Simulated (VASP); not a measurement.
# Ga (Cmcm) in VASP: further runs

Runs on Ga. Level: LDA. Tasks: single point.

Everything below comes from runs of VASP 6.6.1. Logs are shortened: lines on timing, memory, paths and dates and some standing lists are left out, and cuts for length are marked.

**1. The cell of the first run**

Symmetry: Cmcm, No. 63, orthorhombic system. Conventional cell: a = 2.919 Å, b = 8.184 Å, c = 3.191 Å, α = 90.00°, β = 90.00°, γ = 90.00°. Ga (site symmetry m2m) has 10 Ga at 2.70 to 3.19 Å within 3.6 Å.

**2. Single point, LDA (volume scaled by 1.02)**

Input file INCAR:

```
PREC     = Accurate       # precision mode
ENCUT    = 520            # plane-wave cutoff, eV
EDIFF    = 1E-6           # SCF threshold, eV
ISMEAR   = -1             # smearing method
SIGMA    = 0.05           # smearing width, eV
LREAL    = False          # projectors in reciprocal space
LASPH    = True           # aspherical terms in the spheres
NELM     = 80             # most SCF steps
ALGO     = Normal         # electronic algorithm
ISIF     = 2              # what is computed and relaxed
LWAVE    = False          # write WAVECAR
LCHARG   = False          # write CHGCAR
NBANDS   = 20             # bands
```

Input file KPOINTS:

```
Automatic mesh
0
Gamma
  10 10 8
```

Input file POSCAR:

```
Ga
1.0
    1.4596029289     -4.0919213144      0.0000000000
    1.4596029289      4.0919213144      0.0000000000
    0.0000000000      0.0000000000      3.1909939893
Ga
2
Direct
    0.1330000000      0.8670000000      0.7500000000
    0.8670000000      0.1330000000      0.2500000000
```

Potentials or basis: VASP PAW LDA potentials, release 64 (Ga_d).

Run with:

```bash
$ cat potpaw_LDA.64/Ga_d/POTCAR > POTCAR
$ mpirun -np 1 vasp_std > vasp.out
```

OUTCAR:

```text
PREC = Accurate
   ENCUT = 520
   EDIFF = 1E-6
   ISMEAR = -1
   LREAL = False
   LASPH = True
   NELM = 80
   ISIF = 2

 ion  position               nearest neighbor table
   1  0.133  0.867  0.750-   2 2.70   2 2.70   2 2.89   2 2.89   2 2.89   2 2.89
   2  0.867  0.133  0.250-   1 2.70   1 2.70   1 2.89   1 2.89   1 2.89   1 2.89

  LATTYP: Found a base centered orthorhombic cell.
 ALAT       =     2.9192058578
 B/A-ratio  =     2.8034482758
 C/A-ratio  =     1.0931034482

  Lattice vectors:

 A1 = (   1.4596029289,  -4.0919213144,   0.0000000000)
 A2 = (   1.4596029289,   4.0919213144,   0.0000000000)
 A3 = (   0.0000000000,   0.0000000000,   3.1909939893)

Analysis of symmetry for initial positions (statically):
=====================================================================
 Subroutine PRICEL returns:
 Original cell was already a primitive cell.

 Routine SETGRP: Setting up the symmetry group for a
 base centered orthorhombic supercell.

 Subroutine GETGRP returns: Found  8 space group operations
 (whereof  4 operations were pure point group operations)
 out of a pool of  8 trial point group operations.

The static configuration has the point symmetry C_2h.
 The point group associated with its full space group is D_2h.

Analysis of symmetry for dynamics (positions and initial velocities):
=====================================================================
 Subroutine PRICEL returns:
 Original cell was already a primitive cell.

 Routine SETGRP: Setting up the symmetry group for a
 base centered orthorhombic supercell.

 Subroutine GETGRP returns: Found  8 space group operations
 (whereof  4 operations were pure point group operations)
 out of a pool of  8 trial point group operations.

The dynamic configuration has the point symmetry C_2h.
 The point group associated with its full space group is D_2h.

 Subroutine INISYM returns: Found  8 space group operations
 (whereof  4 operations are pure point group operations),
 and found     1 'primitive' translations

----------------------------------------------------------------------------------------

                                     Primitive cell

  volume of cell :      38.1169

  direct lattice vectors                    reciprocal lattice vectors
     1.459602929 -4.091921314  0.000000000     0.342558918 -0.122191988  0.000000000
     1.459602929  4.091921314  0.000000000     0.342558918  0.122191988  0.000000000
     0.000000000  0.000000000  3.190993989     0.000000000  0.000000000  0.313381975

  length of vectors
     4.344451721  4.344451721  3.190993989     0.363699731  0.363699731  0.313381975

  position of ions in fractional coordinates (direct lattice)
     0.133000000  0.867000000  0.750000000
     0.867000000  0.133000000  0.250000000

  ion indices of the primitive-cell ions
   primitive index   ion index
                 1           1
                 2           2

----------------------------------------------------------------------------------------

 KPOINTS: Automatic mesh

Automatic generation of k-mesh.
 Grid dimensions read from file:
 generate k-points for:   10   10    8

 Generating k-lattice:

  Cartesian coordinates                     Fractional coordinates (reciprocal lattice)
     0.034255892 -0.012219199  0.000000000     0.100000000  0.000000000  0.000000000
     0.034255892  0.012219199  0.000000000     0.000000000  0.100000000  0.000000000
     0.000000000  0.000000000  0.039172747     0.000000000  0.000000000  0.125000000

  Length of vectors
     0.036369973  0.036369973  0.039172747

  Shift w.r.t. Gamma in fractional coordinates (k-lattice)
     0.000000000  0.000000000  0.000000000

 Subroutine IBZKPT returns following result:
 ===========================================

 Found    155 irreducible k-points:

 Following reciprocal coordinates:
            Coordinates               Weight
  0.000000  0.000000  0.000000      1.000000
  0.100000  0.000000  0.000000      4.000000
  0.200000  0.000000  0.000000      4.000000
  0.300000  0.000000  0.000000      4.000000
  0.400000  0.000000  0.000000      4.000000
  0.500000  0.000000  0.000000      2.000000
[... 16 lines left out ...]
  0.300000  0.300000  0.000000      2.000000
  0.400000  0.300000  0.000000      4.000000
 [... further k-points ...]
   k-points           NKPTS =    155   k-points in BZ     NKDIM =    155   number of bands    NBANDS=     20
   number of dos      NEDOS =    301   number of ions     NIONS =      2
   total plane-waves  NPLWV =  24576
   dimension x,y,z NGX =    32 NGY =   32 NGZ =   24
   dimension x,y,z NGXF=    64 NGYF=   64 NGZF=   48
   ions per type =               2
   NGX,Y,Z   is equivalent  to a cutoff of  12.25, 12.25, 12.50 a.u.
   NGXF,Y,Z  is equivalent  to a cutoff of  24.49, 24.49, 25.01 a.u.
 SYSTEM =  unknown system
   PREC   = accura    normal or accurate (medium, high low for compatibility)
   ISTART =      0    job   : 0-new  1-cont  2-samecut
   ICHARG =      2    charge: 1-file 2-atom 10-const
   ISPIN  =      1    spin polarized calculation?
   LNONCOLLINEAR =      F non collinear calculations
   LSORBIT =      F    spin-orbit coupling
   LASPH  =      T    aspherical Exc in radial PAW
   ENCUT  =  520.0 eV  38.22 Ry    6.18 a.u.   8.08  8.08  5.93*2*pi/ulx,y,z
   NELM   =     80;   NELMIN=  2; NELMDL= -5     # of ELM steps
   EDIFF  = 0.1E-05   stopping-criterion for ELM
   LREAL  =      F    real-space projection
   EDIFFG = 0.1E-04   stopping-criterion for IOM
   NSW    =      0    number of steps for IOM
   IBRION =     -1    ionic relax: 0-MD 1-quasi-New 2-CG
   NFREE  =      0    steps in history (QN), initial steepest desc. (CG)
   ISIF   =      2    stress and relaxation
   ISYM   =      2    0-nonsym 1-usesym 2-fastsym
   POTIM  = 0.5000    time-step for ionic-motion
   TEBEG  =    0.0;   TEEND  =   0.0 temperature during run
   PSTRESS=    0.0 pullay stress
   NELECT =      26.0000    total number of electrons
   NUPDOWN=      -1.0000    fix difference up-down
   EMIN   =  10.00;   EMAX   =-10.00  energy-range for DOS
   EFERMI =   0.00;   METHOD = LEGACY
   ISMEAR =    -1;   SIGMA  =   0.05  broadening in eV -4-tet -1-fermi 0-gaus
   EFERMI_NEDOS =   21; number of points for ismear=-14 and -15
   IALGO  =     38    algorithm
   IMIX   =      4    mixing-type and parameters
     AMIX     =   0.40;   BMIX     =  1.00
     AMIX_MAG =   1.60;   BMIX_MAG =  1.00
  volume/ion in A,a.u.               =      19.06       128.61
  Fermi-wavevector in a.u.,A,eV,Ry     =   1.441097  2.723279 28.256052  2.076761
  Thomas-Fermi vector in A             =   2.559768
   LORBIT       =      0    0 simple, 1 ext, 2 COOP (PROOUT), +10 PAW based schemes
   GGA     = CA    functional components
   LHFCALC =     F    Hartree Fock is set to
   AEXX    =    0.0000 exact exchange contribution
   IVDW    =     0    specifies the selected vdW correction
   LEPSILON=     F    determine dielectric tensor
   LRPA    =     F    only Hartree local field effects (RPA)
 non-spin polarized calculation
  energy-cutoff  :      520.00
  volume of cell :       38.12
 maximum number of plane-waves:      1044
   NGX = 17   NGY = 17   NGZ = 11

 number of electron      26.0000012 magnetization

 Free energy of the ion-electron system (eV)
  ---------------------------------------------------
  ext. energy  EPLUGINS =         0.00000000
  ---------------------------------------------------
  free energy    TOTEN  =        -7.11458604 eV

  energy without entropy =       -7.11089403  energy(sigma->0) =       -7.11274004

 E-fermi :   5.1028     XC(G=0): -11.2308

 val. band max:        5.0879779185   @ k =   0.5000   0.0000   0.3750
 cond. band min:       5.1035044620   @ k =   0.2000   0.1000   0.1250
 fundamental gap:      0.0155265435
 Fermi energy:         5.1027661485

 k-point     1 :       0.0000    0.0000    0.0000
  band No.  band energies     occupation
      1     -10.0337      2.00000
      2     -10.0148      2.00000
      3      -9.9501      2.00000
      4      -9.9336      2.00000
      5      -9.7548      2.00000
      6      -9.7392      2.00000
[... 12 lines left out ...]
     19      16.1517      0.00000
     20      16.9030      0.00000

 k-point     2 :       0.1000    0.0000    0.0000
  band No.  band energies     occupation
      1     -10.0241      2.00000
      2     -10.0088      2.00000
      3      -9.9433      2.00000
      4      -9.9001      2.00000
      5      -9.7655      2.00000
      6      -9.7508      2.00000
[... 12 lines left out ...]
     19      16.8946      0.00000
     20      18.6150      0.00000

 k-point     3 :       0.2000    0.0000    0.0000
  band No.  band energies     occupation
      1      -9.9995      2.00000
      2      -9.9933      2.00000
      3      -9.9145      2.00000
      4      -9.8455      2.00000
      5      -9.7824      2.00000
      6      -9.7791      2.00000
[... 12 lines left out ...]
     19      17.2750      0.00000
     20      21.0764      0.00000

 k-point     4 :       0.3000    0.0000    0.0000
  band No.  band energies     occupation
      1      -9.9751      2.00000
      2      -9.9712      2.00000
      3      -9.8881      2.00000
      4      -9.8640      2.00000
      5      -9.8236      2.00000
      6      -9.7380      2.00000
[... 12 lines left out ...]
     19      17.2615      0.00000
     20      19.1015      0.00000

 k-point     5 :       0.4000    0.0000    0.0000
  band No.  band energies     occupation
      1      -9.9610      2.00000
      2      -9.9592      2.00000
      3      -9.8903      2.00000
      4      -9.8720      2.00000
      5      -9.8595      2.00000
      6      -9.7451      2.00000
[... 12 lines left out ...]
     19      15.7519      0.00000
     20      18.1795      0.00000
[... 353 lines left out ...]
      6      -9.7768      2.00000
[... 12 lines left out ...]
     19      15.5056      0.00000
     20      17.3372      0.00000

 k-point    22 :      -0.2000    0.2000    0.0000
  band No.  band energies     occupation
      1     -10.0278      2.00000
      2      -9.9849      2.00000
      3      -9.9755      2.00000
      4      -9.8705      2.00000
      5      -9.8025      2.00000
      6      -9.7591      2.00000
[... 12 lines left out ...]
     19      15.5210      0.00000
     20      15.7308      0.00000

 k-point    23 :       0.3000    0.3000    0.0000
  band No.  band energies     occupation
      1      -9.9643      2.00000
      2      -9.9522      2.00000
      3      -9.9045      2.00000
      4      -9.8146      2.00000
      5      -9.8035      2.00000
      6      -9.7763      2.00000
[... 12 lines left out ...]
     19      15.5196      0.00000
     20      17.2886      0.00000

 k-point    24 :       0.4000    0.3000    0.0000
  band No.  band energies     occupation
      1      -9.9599      2.00000
      2      -9.9243      2.00000
      3      -9.8917      2.00000
      4      -9.8569      2.00000
      5      -9.8042      2.00000
      6      -9.7967      2.00000
[... 12 lines left out ...]
     19      14.9952      0.00000
     20      16.7328      0.00000

 [... further k-points ...]
[... 5 lines left out ...]
  --------------------------------------------------------------------------------------
  -------------------------------------------------------------------------------------
  Total       -1.4204256     -1.1882276     -0.8829158      0.0000000      0.0000000      0.0000000
  in kB      -59.7050554    -49.9450259    -37.1117886      0.0000000      0.0000000      0.0000000
  external PRESSURE =     -48.9206233 kB  Pullay stress =       0.0000000 kB

 VOLUME and BASIS-vectors are now :
 -----------------------------------------------------------------------------
  energy-cutoff  :      520.00
  volume of cell :       38.12
      direct lattice vectors                 reciprocal lattice vectors
     1.459602929 -4.091921314  0.000000000     0.342558918 -0.122191988  0.000000000
     1.459602929  4.091921314  0.000000000     0.342558918  0.122191988  0.000000000
     0.000000000  0.000000000  3.190993989     0.000000000  0.000000000  0.313381975

 POSITION                                       TOTAL-FORCE (eV/Angst)
 -----------------------------------------------------------------------------------
      1.45960      3.00347      2.39325         0.000000     -0.193423     -0.000000
      1.45960     -3.00347      0.79775         0.000000      0.193423      0.000000
 -----------------------------------------------------------------------------------
    total drift:                                0.000000      0.000000     -0.000000

  FREE ENERGIE OF THE ION-ELECTRON SYSTEM (eV)
  ---------------------------------------------------
  free  energy   TOTEN  =        -7.1145860435 eV

  energy  without entropy=       -7.1108940328  energy(sigma->0) =       -7.11274004
```

Run time: 52 s. Hardware: 1 thread of Intel Xeon Platinum 8259CL at 2.50GHz (Skylake/Cascade Lake), shared host; peak memory 0.21 GiB.

What came out:

| Quantity | Value |
| --- | --- |
| Free energy | -7.1146 eV |
| Pressure | -4.9 GPa |
| Largest force | 0.193 eV/Å |
| Band gap on the k mesh | zero (band 13 reaches 10.23 eV, above the bottom of band 14 at 1.10 eV) |

Forces on the atoms (eV/Å):
```
Ga   0.000 -0.193  0.000
Ga   0.000  0.193  0.000
```

Stress tensor (GPa, compression positive):
```
-5.97  0.00  0.00
 0.00 -4.99  0.00
 0.00  0.00 -3.71
```

(Part 1 of 3 ends here.)
